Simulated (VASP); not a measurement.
# P in VASP: a series of runs

The runs below take P through single point, with PBE.

All numbers are computed with VASP 6.6.1; they aren't measurements. Logs are shortened: lines on timing, memory, paths and dates and some standing lists are left out, and cuts for length are marked.

## (1) The cell of the first run

The typed cell holds 3 atoms: a = 4.051 Å, b = 4.051 Å, c = 4.051 Å, α = 109.48°, β = 109.48°, γ = 109.46°.

## (2) Single point, PBE

Input file INCAR:

```
SYSTEM = P
ALGO = Normal ; EDIFF = 1E-7
ENCUT = 520 ; GGA = PE
ISIF = 2 ; ISMEAR = 0
LASPH = .TRUE. ; LCHARG = .FALSE.
LREAL = .FALSE. ; LWAVE = .FALSE.
NBANDS = 14 ; NELM = 100
PREC = Accurate ; SIGMA = 0.1
```

Input file KPOINTS:

```
k-points
0
G
  6 6 6
  0 0 0
```

Input file POSCAR:

```
P
1.0
   -2.3386132599      2.3386132599      2.3392118363
    2.3386132599     -2.3386132599      2.3392118363
    2.3386132599      2.3386132599     -2.3392118363
P
3
Direct
    0.5000000000      0.0000000000      0.5000000000
    0.0000000000      0.5000000000      0.5000000000
    0.5000000000      0.5000000000      0.0000000000
```

Potentials or basis: VASP PAW PBE potentials, release 64 (P).

Run with:

```console
$ cat potpaw_PBE.64/P/POTCAR > POTCAR
$ mpirun -np 1 vasp_std > vasp.out
```

OUTCAR:

```text
SYSTEM = P
   EDIFF = 1E-7
   ENCUT = 520
   GGA = PE
   ISIF = 2
   ISMEAR = 0
   LASPH = .TRUE.
   LREAL = .FALSE.
   NELM = 100
   PREC = Accurate

 ion  position               nearest neighbor table
   1  0.500  0.000  0.500-   3 2.34   3 2.34   2 2.34   2 2.34
   2  0.000  0.500  0.500-   3 2.34   3 2.34   1 2.34   1 2.34
   3  0.500  0.500  0.000-   1 2.34   2 2.34   1 2.34   2 2.34

  LATTYP: Found a body centered tetragonal cell.
 ALAT       =     4.6772265198
 C/A-ratio  =     1.0002559536

  Lattice vectors:

 A1 = (  -2.3386132599,   2.3386132599,   2.3392118363)
 A2 = (   2.3386132599,  -2.3386132599,   2.3392118363)
 A3 = (   2.3386132599,   2.3386132599,  -2.3392118363)

Analysis of symmetry for initial positions (statically):
=====================================================================
 Subroutine PRICEL returns:
 Original cell was already a primitive cell.

 Routine SETGRP: Setting up the symmetry group for a
 body centered tetragonal supercell.

 Subroutine GETGRP returns: Found 16 space group operations
 (whereof 16 operations were pure point group operations)
 out of a pool of 16 trial point group operations.

The static configuration has the point symmetry D_4h.

Analysis of symmetry for dynamics (positions and initial velocities):
=====================================================================
 Subroutine PRICEL returns:
 Original cell was already a primitive cell.

 Routine SETGRP: Setting up the symmetry group for a
 body centered tetragonal supercell.

 Subroutine GETGRP returns: Found 16 space group operations
 (whereof 16 operations were pure point group operations)
 out of a pool of 16 trial point group operations.

The dynamic configuration has the point symmetry D_4h.

 Subroutine INISYM returns: Found 16 space group operations
 (whereof 16 operations are pure point group operations),
 and found     1 'primitive' translations

----------------------------------------------------------------------------------------

                                     Primitive cell

  volume of cell :      51.1736

  direct lattice vectors                    reciprocal lattice vectors
    -2.338613260  2.338613260  2.339211836     0.000000000  0.213801918  0.213747208
     2.338613260 -2.338613260  2.339211836     0.213801918  0.000000000  0.213747208
     2.338613260  2.338613260 -2.339211836     0.213801918  0.213801918  0.000000000

  length of vectors
     4.050942603  4.050942603  4.050942603     0.302322889  0.302322889  0.302361572

  position of ions in fractional coordinates (direct lattice)
     0.500000000  0.000000000  0.500000000
     0.000000000  0.500000000  0.500000000
     0.500000000  0.500000000  0.000000000

  ion indices of the primitive-cell ions
   primitive index   ion index
                 1           1
                 2           2
                 3           3

----------------------------------------------------------------------------------------

 KPOINTS: k-points

Automatic generation of k-mesh.
 Grid dimensions read from file:
 generate k-points for:    6    6    6

 Generating k-lattice:

  Cartesian coordinates                     Fractional coordinates (reciprocal lattice)
     0.000000000  0.035633653  0.035624535     0.166666667  0.000000000  0.000000000
     0.035633653  0.000000000  0.035624535     0.000000000  0.166666667  0.000000000
     0.035633653  0.035633653  0.000000000     0.000000000  0.000000000  0.166666667

  Length of vectors
     0.050387148  0.050387148  0.050393595

  Shift w.r.t. Gamma in fractional coordinates (k-lattice)
     0.000000000  0.000000000  0.000000000

 Subroutine IBZKPT returns following result:
 ===========================================

 Found     30 irreducible k-points:

 Following reciprocal coordinates:
            Coordinates               Weight
  0.000000  0.000000  0.000000      1.000000
  0.166667  0.000000  0.000000      8.000000
  0.333333 -0.000000  0.000000      8.000000
  0.500000  0.000000  0.000000      4.000000
  0.166667  0.166667  0.000000      8.000000
  0.333333  0.166667  0.000000     16.000000
[... 16 lines left out ...]
 -0.333333 -0.333333  0.166667      8.000000
 -0.166667 -0.333333  0.166667      8.000000
 [... further k-points ...]
   k-points           NKPTS =     30   k-points in BZ     NKDIM =     30   number of bands    NBANDS=     14
   number of dos      NEDOS =    301   number of ions     NIONS =      3
   total plane-waves  NPLWV =  27000
   dimension x,y,z NGX =    30 NGY =   30 NGZ =   30
   dimension x,y,z NGXF=    60 NGYF=   60 NGZF=   60
   ions per type =               3
   NGX,Y,Z   is equivalent  to a cutoff of  12.31, 12.31, 12.31 a.u.
   NGXF,Y,Z  is equivalent  to a cutoff of  24.62, 24.62, 24.62 a.u.
 SYSTEM =  P
   PREC   = accura    normal or accurate (medium, high low for compatibility)
   ISTART =      0    job   : 0-new  1-cont  2-samecut
   ICHARG =      2    charge: 1-file 2-atom 10-const
   ISPIN  =      1    spin polarized calculation?
   LNONCOLLINEAR =      F non collinear calculations
   LSORBIT =      F    spin-orbit coupling
   LASPH  =      T    aspherical Exc in radial PAW
   ENCUT  =  520.0 eV  38.22 Ry    6.18 a.u.   7.53  7.53  7.53*2*pi/ulx,y,z
   NELM   =    100;   NELMIN=  2; NELMDL= -5     # of ELM steps
   EDIFF  = 0.1E-06   stopping-criterion for ELM
   LREAL  =      F    real-space projection
   EDIFFG = 0.1E-05   stopping-criterion for IOM
   NSW    =      0    number of steps for IOM
   IBRION =     -1    ionic relax: 0-MD 1-quasi-New 2-CG
   NFREE  =      0    steps in history (QN), initial steepest desc. (CG)
   ISIF   =      2    stress and relaxation
   ISYM   =      2    0-nonsym 1-usesym 2-fastsym
   POTIM  = 0.5000    time-step for ionic-motion
   TEBEG  =    0.0;   TEEND  =   0.0 temperature during run
   PSTRESS=    0.0 pullay stress
   NELECT =      15.0000    total number of electrons
   NUPDOWN=      -1.0000    fix difference up-down
   EMIN   =  10.00;   EMAX   =-10.00  energy-range for DOS
   EFERMI =   0.00;   METHOD = LEGACY
   ISMEAR =     0;   SIGMA  =   0.10  broadening in eV -4-tet -1-fermi 0-gaus
   EFERMI_NEDOS =   21; number of points for ismear=-14 and -15
   IALGO  =     38    algorithm
   IMIX   =      4    mixing-type and parameters
     AMIX     =   0.40;   BMIX     =  1.00
     AMIX_MAG =   1.60;   BMIX_MAG =  1.00
  volume/ion in A,a.u.               =      17.06       115.11
  Fermi-wavevector in a.u.,A,eV,Ry     =   1.087485  2.055048 16.090561  1.182623
  Thomas-Fermi vector in A             =   2.223645
   LORBIT       =      0    0 simple, 1 ext, 2 COOP (PROOUT), +10 PAW based schemes
   GGA     = PE    functional components
   LHFCALC =     F    Hartree Fock is set to
   AEXX    =    0.0000 exact exchange contribution
   IVDW    =     0    specifies the selected vdW correction
   LEPSILON=     F    determine dielectric tensor
   LRPA    =     F    only Hartree local field effects (RPA)
 non-spin polarized calculation
 Gauss-broadening in eV      SIGMA  =   0.10
  energy-cutoff  :      520.00
  volume of cell :       51.17
 maximum number of plane-waves:      1409
   NGX = 15   NGY = 15   NGZ = 15

 number of electron      14.9999997 magnetization

 Free energy of the ion-electron system (eV)
  ---------------------------------------------------
  ext. energy  EPLUGINS =         0.00000000
  ---------------------------------------------------
  free energy    TOTEN  =       -14.10881274 eV

  energy without entropy =      -14.10096776  energy(sigma->0) =      -14.10489025

 E-fermi :   7.3349     XC(G=0): -10.5077

 val. band max:        7.3069678941   @ k =  -0.3333   0.3333   0.3333
 cond. band min:       7.4788211901   @ k =   0.1667   0.1667   0.0000
 fundamental gap:      0.1718532960
 Fermi energy:         7.3349269351

 k-point     1 :       0.0000    0.0000    0.0000
  band No.  band energies     occupation
      1      -8.2242      2.00000
      2       1.0834      2.00000
      3       1.0870      2.00000
      4       2.0728      2.00000
      5       2.0728      2.00000
      6       2.0760      2.00000
      7       6.7539      2.00000
      8       6.7548      2.00000
      9       6.7548      2.00000
     10      10.0383      0.00000
     11      10.0383      0.00000
     12      10.0392      0.00000
     13      12.1518      0.00000
     14      16.2694      0.00000

 k-point     2 :       0.1667    0.0000    0.0000
  band No.  band energies     occupation
      1      -7.9123      2.00000
      2      -0.9041      2.00000
      3       0.1891      2.00000
      4       1.8335      2.00000
      5       3.2305      2.00000
      6       3.9530      2.00000
      7       5.6572      2.00000
      8       6.1247      2.00000
      9       7.2704      1.63861
     10      10.9398      0.00000
     11      11.2572      0.00000
     12      11.3775      0.00000
     13      13.1619      0.00000
     14      13.2301      0.00000

 k-point     3 :       0.3333   -0.0000    0.0000
  band No.  band energies     occupation
      1      -7.0133      2.00000
      2      -3.1843      2.00000
      3      -0.6262      2.00000
      4       1.4263      2.00000
      5       4.4447      2.00000
      6       4.7826      2.00000
      7       5.3452      2.00000
      8       6.0986      2.00000
      9       8.4743      0.00000
     10      10.5819      0.00000
     11      11.4090      0.00000
     12      13.2992      0.00000
     13      13.6134      0.00000
     14      13.7044      0.00000

 k-point     4 :       0.5000    0.0000    0.0000
  band No.  band energies     occupation
      1      -6.0301      2.00000
      2      -4.6564      2.00000
      3      -0.9125      2.00000
      4       1.2487      2.00000
      5       4.0375      2.00000
      6       5.0558      2.00000
      7       5.7738      2.00000
      8       7.4885      0.02986
      9       8.5149      0.00000
     10       9.8584      0.00000
     11      10.0336      0.00000
     12      15.7855      0.00000
     13      16.0699      0.00000
     14      16.1132      0.00000

 k-point     5 :       0.1667    0.1667    0.0000
  band No.  band energies     occupation
      1      -7.3032      2.00000
      2      -2.3692      2.00000
      3      -1.0590      2.00000
      4       2.4233      2.00000
      5       3.4365      2.00000
      6       4.2890      2.00000
      7       5.9427      2.00000
      8       6.6406      2.00000
      9       7.4788      0.04185
     10      10.5795      0.00000
     11      12.1682      0.00000
[... 276 lines left out ...]
 k-point    22 :      -0.1667    0.5000    0.1667
  band No.  band energies     occupation
      1      -5.7681      2.00000
      2      -4.6207      2.00000
      3      -0.9821      2.00000
      4       0.7658      2.00000
      5       3.3673      2.00000
      6       4.7155      2.00000
      7       5.9831      2.00000
      8       6.2017      2.00000
      9       9.4388      0.00000
     10      10.3753      0.00000
     11      12.5687      0.00000
     12      15.1476      0.00000
     13      15.1654      0.00000
     14      16.0924      0.00000

 k-point    23 :      -0.3333   -0.3333    0.1667
  band No.  band energies     occupation
      1      -5.7124      2.00000
      2      -4.4019      2.00000
      3      -1.4350      2.00000
      4       1.4163      2.00000
      5       2.0955      2.00000
      6       4.5865      2.00000
      7       5.6111      2.00000
      8       7.5918      0.00028
      9       8.6392      0.00000
     10      11.1389      0.00000
     11      13.7949      0.00000
     12      14.4090      0.00000
     13      15.0057      0.00000
     14      15.6055      0.00000

 k-point    24 :      -0.1667   -0.3333    0.1667
  band No.  band energies     occupation
      1      -6.7326      2.00000
      2      -3.3714      2.00000
      3      -0.4864      2.00000
      4       0.9808      2.00000
      5       2.4292      2.00000
      6       5.2559      2.00000
      7       6.1175      2.00000
      8       7.1936      1.95433
      9       8.5647      0.00000
     10       8.6765      0.00000
     11      12.3256      0.00000
     12      14.1722      0.00000
     13      15.1670      0.00000
     14      15.2917      0.00000

 [... further k-points ...]

------------------------ aborting loop because EDIFF is reached ----------------------------------------

  FORCE on cell =-STRESS in cart. coord.  units (eV):
  Direction    XX          YY          ZZ          XY          YZ          ZX
  --------------------------------------------------------------------------------------
  -------------------------------------------------------------------------------------
  Total       -0.0927779     -0.0927779     -0.1055950      0.0000000      0.0000000      0.0000000
  in kB       -2.9047513     -2.9047513     -3.3060364      0.0000000      0.0000000      0.0000000
  external PRESSURE =      -3.0385130 kB  Pullay stress =       0.0000000 kB

 VOLUME and BASIS-vectors are now :
 -----------------------------------------------------------------------------
  energy-cutoff  :      520.00
  volume of cell :       51.17
      direct lattice vectors                 reciprocal lattice vectors
    -2.338613260  2.338613260  2.339211836     0.000000000  0.213801918  0.213747208
     2.338613260 -2.338613260  2.339211836     0.213801918  0.000000000  0.213747208
     2.338613260  2.338613260 -2.339211836     0.213801918  0.213801918  0.000000000

 POSITION                                       TOTAL-FORCE (eV/Angst)
 -----------------------------------------------------------------------------------
      0.00000      2.33861      0.00000        -0.000000     -0.000000      0.000000
      2.33861      0.00000      0.00000        -0.000000     -0.000000      0.000000
      0.00000      0.00000      2.33921         0.000000      0.000000     -0.000000
 -----------------------------------------------------------------------------------
    total drift:                               -0.000000     -0.000000      0.000000

  FREE ENERGIE OF THE ION-ELECTRON SYSTEM (eV)
  ---------------------------------------------------
  free  energy   TOTEN  =       -14.1088127414 eV

  energy  without entropy=      -14.1009677560  energy(sigma->0) =      -14.10489025
```

It took 15 s on 1 thread of Intel Xeon Platinum 8259CL at 2.50GHz (Skylake/Cascade Lake), shared host; peak memory 0.16 GiB.

Results:

- Free energy: -14.1088 eV
- Pressure: -0.3 GPa

## (3) Single point, PBE

This run uses another cell than the first one, of 17.00 Å³/atom, 0.997 times its volume.

Input file INCAR:

```
  ALGO = Normal
  EDIFF = 1E-6
  ENCUT = 520
  GGA = PE
  ISIF = 2
  ISMEAR = 0
  LASPH = True
  LCHARG = False
  LREAL = False
  LWAVE = False
  NBANDS = 14
  NELM = 80
  PREC = Accurate
  SIGMA = 0.1
```

Input file KPOINTS:

```
k-points
0
Gamma
  14 14 14
```

Input file POSCAR:

```
P
1.0
   -2.3363777119      2.3363777119      2.3363777119
    2.3363777119     -2.3363777119      2.3363777119
    2.3363777119      2.3363777119     -2.3363777119
P
3
Direct
    0.5000000000      0.0000000000      0.5000000000
    0.0000000000      0.5000000000      0.5000000000
    0.5000000000      0.5000000000      0.0000000000
```

Potentials or basis: VASP PAW PBE potentials, release 64 (P).

Run with:

```console
$ cat potpaw_PBE.64/P/POTCAR > POTCAR
$ mpirun -np 1 vasp_std > vasp.out
```

It took 46 s on 1 thread of Intel Xeon Platinum 8259CL at 2.50GHz (Skylake/Cascade Lake), shared host; peak memory 0.19 GiB.

Results (log left out):

```yaml
Free_energy: -14.0840 eV
Pressure: -0.2 GPa
```

Levels at points of the mesh, in eV from the Fermi level:
```
           k point  band 6  band 7  band 8  band 9  band 10  band 11
(0.00, 0.00, 0.00)   -5.18   -0.49   -0.49   -0.49     2.78     2.78
(0.50, 0.00, 0.00)   -2.20   -1.47    0.25    1.28     2.63     2.80
(0.50, 0.50, 0.50)   -5.36    1.41    1.41    1.41     6.81     6.81
```
